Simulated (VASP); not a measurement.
# RbBr (P1) in VASP: further runs

RbBr is run at these levels: LDA; tasks: single point.

Everything below comes from runs of VASP 6.6.1. Logs are shortened: lines on timing, memory, paths and dates and some standing lists are left out, and cuts for length are marked.

### Step 1. The cell of the first run

The typed cell holds 8 atoms: a = 8.252 Å, b = 8.252 Å, c = 4.126 Å, α = 90.00°, β = 90.00°, γ = 90.00°.

### Step 2. Single point, LDA

Contents of INCAR:

```
SYSTEM = RbBr
PREC = Accurate
ENCUT = 400
EDIFF = 1E-6
ISMEAR = 1
SIGMA = 0.15
LREAL = .False.
LASPH = .True.
NELM = 120
ALGO = Normal
ISIF = 2
LWAVE = .False.
LCHARG = .False.
NBANDS = 42
GGA_COMPAT = .False.
```

Contents of KPOINTS:

```
regular mesh
0
Gamma
  1 1 1
  0 0 0
```

Contents of POSCAR:

```
RbBr
1.0
    8.2521546000      0.0000000000      0.0000000000
    0.0000000000      8.2521546000      0.0000000000
    0.0000000000      0.0000000000      4.1260773000
Rb Br
4 4
Direct
    0.0212493595      0.0090682984     -0.0383478031
   -0.0280977528      0.5011223372      0.0208915136
    0.4887141838     -0.0089028870     -0.0164182576
    0.4992648829      0.4794370915      0.0820314249
    0.2659895635      0.2610121967      0.4995689247
    0.2302438687      0.7751093272      0.5754960044
    0.7828010154      0.2268944404      0.4245540916
    0.7411488631      0.7576014148      0.4488711348
```

Potentials or basis: VASP PAW LDA potentials, release 64 (Rb_sv, Br).

On the command line:

```sh
cat potpaw_LDA.64/Rb_sv/POTCAR potpaw_LDA.64/Br/POTCAR > POTCAR
mpirun -np 1 vasp_gam > vasp.out
```

OUTCAR:

```text
SYSTEM = RbBr
   PREC = Accurate
   ENCUT = 400
   EDIFF = 1E-6
   ISMEAR = 1
   LREAL = .False.
   LASPH = .True.
   NELM = 120
   ISIF = 2

 ion  position               nearest neighbor table
   1  0.021  0.009  0.962-   6 3.04   7 3.28   7 3.47   5 3.47   6 3.62   5 3.65   8 3.70   8 3.76
                             3 3.86   2 4.09   2 4.22   3 4.40   4 5.56   3 5.58   2 5.63   3 5.72
   2  0.972  0.501  0.021-   7 3.21   8 3.35   6 3.61   7 3.69   8 3.70   5 3.70   5 3.80   6 3.86
                             4 3.91   1 4.09   1 4.22   4 4.36   4 5.50   1 5.63   3 5.68   1 5.73
   3  0.489  0.991  0.984-   6 3.25   8 3.43   5 3.51   5 3.59   8 3.59   7 3.60   6 3.70   1 3.86
                             7 3.87   4 4.05   4 4.24   1 4.40   4 5.48   1 5.58   4 5.63   2 5.68
   4  0.499  0.479  0.082-   5 3.15   8 3.40   7 3.44   5 3.57   6 3.88   6 3.91   2 3.91   8 4.01
                             3 4.05   7 4.14   3 4.24   2 4.36   3 5.48   2 5.50   1 5.56   3 5.63
   5  0.266  0.261  0.500-   4 3.15   1 3.47   3 3.51   4 3.57   3 3.59   1 3.65   2 3.70   2 3.80

   6  0.230  0.775  0.575-   1 3.04   3 3.25   2 3.61   1 3.62   3 3.70   2 3.86   4 3.88   4 3.91

   7  0.783  0.227  0.425-   2 3.21   1 3.28   4 3.44   1 3.47   3 3.60   2 3.69   3 3.87   4 4.14

   8  0.741  0.758  0.449-   2 3.35   4 3.40   3 3.43   3 3.59   2 3.70   1 3.70   1 3.76   4 4.01

  LATTYP: Found a simple tetragonal cell.
 ALAT       =     8.2521546000
 C/A-ratio  =     0.5000000000

  Lattice vectors:

 A1 = (   8.2521546000,   0.0000000000,   0.0000000000)
 A2 = (   0.0000000000,   8.2521546000,   0.0000000000)
 A3 = (   0.0000000000,   0.0000000000,   4.1260773000)

Analysis of symmetry for initial positions (statically):
=====================================================================
 Subroutine PRICEL returns:
 Original cell was already a primitive cell.

 Routine SETGRP: Setting up the symmetry group for a
 simple tetragonal supercell.

 Subroutine GETGRP returns: Found  1 space group operations
 (whereof  1 operations were pure point group operations)
 out of a pool of 16 trial point group operations.

The static configuration has the point symmetry C_1 .

Analysis of symmetry for dynamics (positions and initial velocities):
=====================================================================
 Subroutine PRICEL returns:
 Original cell was already a primitive cell.

 Routine SETGRP: Setting up the symmetry group for a
 simple tetragonal supercell.

 Subroutine GETGRP returns: Found  1 space group operations
 (whereof  1 operations were pure point group operations)
 out of a pool of 16 trial point group operations.

The dynamic configuration has the point symmetry C_1 .

 Subroutine INISYM returns: Found  1 space group operations
 (whereof  1 operations are pure point group operations),
 and found     1 'primitive' translations

----------------------------------------------------------------------------------------

                                     Primitive cell

  volume of cell :     280.9778

  direct lattice vectors                    reciprocal lattice vectors
     8.252154600  0.000000000  0.000000000     0.121180473  0.000000000  0.000000000
     0.000000000  8.252154600  0.000000000     0.000000000  0.121180473  0.000000000
     0.000000000  0.000000000  4.126077300     0.000000000  0.000000000  0.242360947

  length of vectors
     8.252154600  8.252154600  4.126077300     0.121180473  0.121180473  0.242360947

  position of ions in fractional coordinates (direct lattice)
     0.021249359  0.009068298  0.961652197
     0.971902247  0.501122337  0.020891514
     0.488714184  0.991097113  0.983581742
     0.499264883  0.479437092  0.082031425
     0.265989563  0.261012197  0.499568925
     0.230243869  0.775109327  0.575496004
     0.782801015  0.226894440  0.424554092
     0.741148863  0.757601415  0.448871135

  ion indices of the primitive-cell ions
   primitive index   ion index
                 1           1
                 2           2
                 3           3
                 4           4
                 5           5
                 6           6
                 7           7
                 8           8

----------------------------------------------------------------------------------------

 KPOINTS: regular mesh

Automatic generation of k-mesh.
 Grid dimensions read from file:
 generate k-points for:    1    1    1

 Generating k-lattice:

  Cartesian coordinates                     Fractional coordinates (reciprocal lattice)
     0.121180473  0.000000000  0.000000000     1.000000000  0.000000000  0.000000000
     0.000000000  0.121180473  0.000000000     0.000000000  1.000000000  0.000000000
     0.000000000  0.000000000  0.242360947     0.000000000  0.000000000  1.000000000

  Length of vectors
     0.121180473  0.121180473  0.242360947

  Shift w.r.t. Gamma in fractional coordinates (k-lattice)
     0.000000000  0.000000000  0.000000000

 Subroutine IBZKPT returns following result:
 ===========================================

 Found      1 irreducible k-points:

 Following reciprocal coordinates:
            Coordinates               Weight
  0.000000  0.000000  0.000000      1.000000
   k-points           NKPTS =      1   k-points in BZ     NKDIM =      1   number of bands    NBANDS=     42
   number of dos      NEDOS =    301   number of ions     NIONS =      8
   total plane-waves  NPLWV =  81648
   dimension x,y,z NGX =    54 NGY =   54 NGZ =   28
   dimension x,y,z NGXF=   108 NGYF=  108 NGZF=   56
   ions per type =               4   4
   NGX,Y,Z   is equivalent  to a cutoff of  10.88, 10.88, 11.28 a.u.
   NGXF,Y,Z  is equivalent  to a cutoff of  21.76, 21.76, 22.56 a.u.
 SYSTEM =  RbBr
   PREC   = accura    normal or accurate (medium, high low for compatibility)
   ISTART =      0    job   : 0-new  1-cont  2-samecut
   ICHARG =      2    charge: 1-file 2-atom 10-const
   ISPIN  =      1    spin polarized calculation?
   LNONCOLLINEAR =      F non collinear calculations
   LSORBIT =      F    spin-orbit coupling
   LASPH  =      T    aspherical Exc in radial PAW
   ENCUT  =  400.0 eV  29.40 Ry    5.42 a.u.  13.46 13.46  6.73*2*pi/ulx,y,z
   NELM   =    120;   NELMIN=  2; NELMDL= -5     # of ELM steps
   EDIFF  = 0.1E-05   stopping-criterion for ELM
   LREAL  =      F    real-space projection
   EDIFFG = 0.1E-04   stopping-criterion for IOM
   NSW    =      0    number of steps for IOM
   IBRION =     -1    ionic relax: 0-MD 1-quasi-New 2-CG
   NFREE  =      0    steps in history (QN), initial steepest desc. (CG)
   ISIF   =      2    stress and relaxation
   ISYM   =      2    0-nonsym 1-usesym 2-fastsym
   POTIM  = 0.5000    time-step for ionic-motion
   TEBEG  =    0.0;   TEEND  =   0.0 temperature during run
   PSTRESS=    0.0 pullay stress
   NELECT =      64.0000    total number of electrons
   NUPDOWN=      -1.0000    fix difference up-down
   EMIN   =  10.00;   EMAX   =-10.00  energy-range for DOS
   EFERMI =   0.00;   METHOD = LEGACY
   ISMEAR =     1;   SIGMA  =   0.15  broadening in eV -4-tet -1-fermi 0-gaus
   EFERMI_NEDOS =   21; number of points for ismear=-14 and -15
   IALGO  =     38    algorithm
   IMIX   =      4    mixing-type and parameters
     AMIX     =   0.40;   BMIX     =  1.00
     AMIX_MAG =   1.60;   BMIX_MAG =  1.00
  volume/ion in A,a.u.               =      35.12       237.02
  Fermi-wavevector in a.u.,A,eV,Ry     =   0.999795  1.889338 13.600238  0.999589
  Thomas-Fermi vector in A             =   2.132108
   LORBIT       =      0    0 simple, 1 ext, 2 COOP (PROOUT), +10 PAW based schemes
   GGA     = CA    functional components
   LHFCALC =     F    Hartree Fock is set to
   AEXX    =    0.0000 exact exchange contribution
   IVDW    =     0    specifies the selected vdW correction
   LEPSILON=     F    determine dielectric tensor
   LRPA    =     F    only Hartree local field effects (RPA)
 non-spin polarized calculation
 Methfessel and Paxton  Order N= 1 SIGMA  =   0.15
  energy-cutoff  :      400.00
  volume of cell :      280.98
 maximum number of plane-waves:      2563
 NGX is ok and might be reduce to    54
   NGX = 27   NGY = 27   NGZ = 13

 number of electron      64.0000004 magnetization

 Free energy of the ion-electron system (eV)
  ---------------------------------------------------
  ext. energy  EPLUGINS =         0.00000000
  ---------------------------------------------------
  free energy    TOTEN  =       -21.20796876 eV

  energy without entropy =      -21.23003797  energy(sigma->0) =      -21.21532516

 E-fermi :  -0.3980     XC(G=0):  -8.2964

 val. band max:       -0.5044247955   @ k =   0.0000   0.0000   0.0000
 cond. band min:       2.8872027501   @ k =   0.0000   0.0000   0.0000
 fundamental gap:      3.3916275456
 Fermi energy:        -0.3979834184

 k-point     1 :       0.0000    0.0000    0.0000
  band No.  band energies     occupation
      1     -25.8770      2.00000
      2     -25.7854      2.00000
      3     -25.6930      2.00000
      4     -25.4381      2.00000
      5     -13.3094      2.00000
      6     -13.2419      2.00000
[... 34 lines left out ...]
     41       6.0535      0.00000
     42       6.4090      0.00000

------------------------ aborting loop because EDIFF is reached ----------------------------------------

  FORCE on cell =-STRESS in cart. coord.  units (eV):
  Direction    XX          YY          ZZ          XY          YZ          ZX
  --------------------------------------------------------------------------------------
  -------------------------------------------------------------------------------------
  Total        0.8703333      0.8416060     22.8317115      0.0622614      0.4049291     -1.1430364
  in kB        4.9627694      4.7989621    130.1898058      0.3550237      2.3089656     -6.5177632
  external PRESSURE =      46.6505125 kB  Pullay stress =       0.0000000 kB

 VOLUME and BASIS-vectors are now :
 -----------------------------------------------------------------------------
  energy-cutoff  :      400.00
  volume of cell :      280.98
      direct lattice vectors                 reciprocal lattice vectors
     8.252154600  0.000000000  0.000000000     0.121180473  0.000000000  0.000000000
     0.000000000  8.252154600  0.000000000     0.000000000  0.121180473  0.000000000
     0.000000000  0.000000000  4.126077300     0.000000000  0.000000000  0.242360947

 POSITION                                       TOTAL-FORCE (eV/Angst)
 -----------------------------------------------------------------------------------
      0.17535      0.07483      3.96785        -0.309346      0.126340      0.237381
      8.02029      4.13534      0.08620         0.163661      0.134660     -0.165389
      4.03294      8.17869      4.05833         0.179169     -0.051051      0.074941
      4.12001      3.95639      0.33847        -0.123759      0.115670     -0.162679
      2.19499      2.15391      2.06126         0.146379      0.101123      0.137974
      1.90001      6.39632      2.37454         0.157137     -0.301782     -0.305903
      6.45980      1.87237      1.75174        -0.054948      0.087448      0.150431
      6.11607      6.25184      1.85208        -0.158292     -0.212409      0.033243
 -----------------------------------------------------------------------------------
    total drift:                               -0.000372     -0.000308     -0.000029

  FREE ENERGIE OF THE ION-ELECTRON SYSTEM (eV)
  ---------------------------------------------------
  free  energy   TOTEN  =       -21.2079687631 eV

  energy  without entropy=      -21.2300379687  energy(sigma->0) =      -21.21532516
```

It took 7.7 s on 1 thread of Intel Xeon 6975P-C (Granite Rapids), shared host; peak memory 0.2 GiB.

Results:

```yaml
Free_energy: -21.2080 eV
Pressure: 4.7 GPa
Largest_force: 0.458 eV/Å
```

Forces on the atoms (eV/Å):
```
Rb  -0.309  0.126  0.237
Rb   0.164  0.135 -0.165
Rb   0.179 -0.051  0.075
Rb  -0.124  0.116 -0.163
Br   0.146  0.101  0.138
Br   0.157 -0.302 -0.306
Br  -0.055  0.087  0.150
Br  -0.158 -0.212  0.033
```

Caveat: the k points lie up to 1.52 Å⁻¹ apart.

### Step 3. Single point, LDA

Contents of INCAR:

```
PREC = Accurate
ENCUT = 400
EDIFF = 1E-6
ISMEAR = 1
SIGMA = 0.15
LREAL = F
LASPH = T
NELM = 120
ALGO = Normal
ISIF = 2
LWAVE = F
LCHARG = F
GGA = CA
NBANDS = 42
GGA_COMPAT = F
```

Contents of KPOINTS:

```
regular mesh
0
Gamma
  1 1 1
```

Contents of POSCAR:

```
RbBr
1.0
    8.2521546000      0.0000000000      0.0000000000
    0.0000000000      8.2521546000      0.0000000000
    0.0000000000      0.0000000000      4.1260773000
Rb Br
4 4
Direct
    0.0285823535      0.0136544945     -0.0522312076
   -0.0393572365      0.5023034833      0.0280411615
    0.4849510454     -0.0130707682     -0.0226304534
    0.4982309711      0.4712010606      0.1154522723
    0.2739036179      0.2664576837      0.5009421418
    0.2226659690      0.7842040429      0.6046224582
    0.7966547306      0.2176328592      0.3938685298
    0.7362898897      0.7594214243      0.4271560787
```

Potentials or basis: VASP PAW LDA potentials, release 64 (Rb_sv, Br).

On the command line:

```sh
cat potpaw_LDA.64/Rb_sv/POTCAR potpaw_LDA.64/Br/POTCAR > POTCAR
mpirun -np 1 vasp_gam > vasp.out
```

OUTCAR:

```text
PREC = Accurate
   ENCUT = 400
   EDIFF = 1E-6
   ISMEAR = 1
   LREAL = F
   LASPH = T
   NELM = 120
   ISIF = 2
   GGA = CA

 ion  position               nearest neighbor table
   1  0.029  0.014  0.948-   6 2.86   7 3.14   7 3.42   5 3.44   6 3.67   5 3.70   8 3.76   3 3.77
                             8 3.85   2 4.08   2 4.27   3 4.49   4 5.45   3 5.50   2 5.57   3 5.68
   2  0.961  0.502  0.028-   7 3.10   8 3.26   6 3.62   8 3.75   7 3.77   5 3.78   4 3.84   5 3.90
                             6 3.97   1 4.08   1 4.27   4 4.46   4 5.37   1 5.57   3 5.61   1 5.70
   3  0.485  0.987  0.977-   6 3.14   8 3.36   5 3.50   8 3.60   5 3.61   7 3.63   6 3.77   1 3.77
                             7 4.00   4 4.04   4 4.30   1 4.49   4 5.35   1 5.50   4 5.55   2 5.61
   4  0.498  0.471  0.115-   5 2.97   8 3.34   7 3.43   5 3.57   2 3.84   6 3.99   6 4.04   3 4.04
                             8 4.19   3 4.30   2 4.46   3 5.35   2 5.37   1 5.45   3 5.55
   5  0.274  0.266  0.501-   4 2.97   1 3.44   3 3.50   4 3.57   3 3.61   1 3.70   2 3.78   2 3.90

   6  0.223  0.784  0.605-   1 2.86   3 3.14   2 3.62   1 3.67   3 3.77   2 3.97   4 3.99   4 4.04

   7  0.797  0.218  0.394-   2 3.10   1 3.14   1 3.42   4 3.43   3 3.63   2 3.77   3 4.00
   8  0.736  0.759  0.427-   2 3.26   4 3.34   3 3.36   3 3.60   2 3.75   1 3.76   1 3.85   4 4.19

  LATTYP: Found a simple tetragonal cell.
 ALAT       =     8.2521546000
[... 220 lines left out ...]
     41       6.0984      0.00000
     42       6.3447      0.00000

------------------------ aborting loop because EDIFF is reached ----------------------------------------

  FORCE on cell =-STRESS in cart. coord.  units (eV):
  Direction    XX          YY          ZZ          XY          YZ          ZX
  --------------------------------------------------------------------------------------
  -------------------------------------------------------------------------------------
  Total        2.1854442      2.3395515     24.5524622      0.0457129      0.8010575     -2.3991577
  in kB       12.4617270     13.3404697    140.0017817      0.2606619      4.5677486    -13.6803530
  external PRESSURE =      55.2679928 kB  Pullay stress =       0.0000000 kB

 VOLUME and BASIS-vectors are now :
 -----------------------------------------------------------------------------
  energy-cutoff  :      400.00
  volume of cell :      280.98
      direct lattice vectors                 reciprocal lattice vectors
     8.252154600  0.000000000  0.000000000     0.121180473  0.000000000  0.000000000
     0.000000000  8.252154600  0.000000000     0.000000000  0.121180473  0.000000000
     0.000000000  0.000000000  4.126077300     0.000000000  0.000000000  0.242360947

 POSITION                                       TOTAL-FORCE (eV/Angst)
 -----------------------------------------------------------------------------------
      0.23587      0.11268      3.91057        -0.647143      0.469114      0.473671
      7.92737      4.14509      0.11570         0.305612      0.258470     -0.301159
      4.00189      8.14429      4.03270         0.313492      0.004909      0.133054
      4.11148      3.88842      0.47636        -0.020621      0.254915     -0.421976
      2.26030      2.19885      2.06693         0.016268     -0.035016      0.397272
      1.83747      6.47137      2.49472         0.407469     -0.792051     -0.730661
      6.57412      1.79594      1.62513        -0.185569      0.061190      0.343161
      6.07598      6.26686      1.76248        -0.189509     -0.221530      0.106638
 -----------------------------------------------------------------------------------
    total drift:                                0.000169     -0.000693      0.000090

  FREE ENERGIE OF THE ION-ELECTRON SYSTEM (eV)
  ---------------------------------------------------
  free  energy   TOTEN  =       -20.9291385293 eV

  energy  without entropy=      -20.9535072900  energy(sigma->0) =      -20.93726145
```

Wall time 8.2 s (1 thread of Intel Xeon 6975P-C (Granite Rapids), shared host); peak memory 0.19 GiB.

What came out:

```yaml
Free_energy: -20.9291 eV
Pressure: 5.5 GPa
Largest_force: 1.152 eV/Å
```

Forces on the atoms (eV/Å):
```
Rb  -0.647  0.469  0.474
Rb   0.306  0.258 -0.301
Rb   0.313  0.005  0.133
Rb  -0.021  0.255 -0.422
Br   0.016 -0.035  0.397
Br   0.407 -0.792 -0.731
Br  -0.186  0.061  0.343
Br  -0.190 -0.222  0.107
```

Caveat: the k points lie up to 1.52 Å⁻¹ apart; forces of over 1 eV/Å act on the atoms, so gaps and moduli don't describe the material at rest.
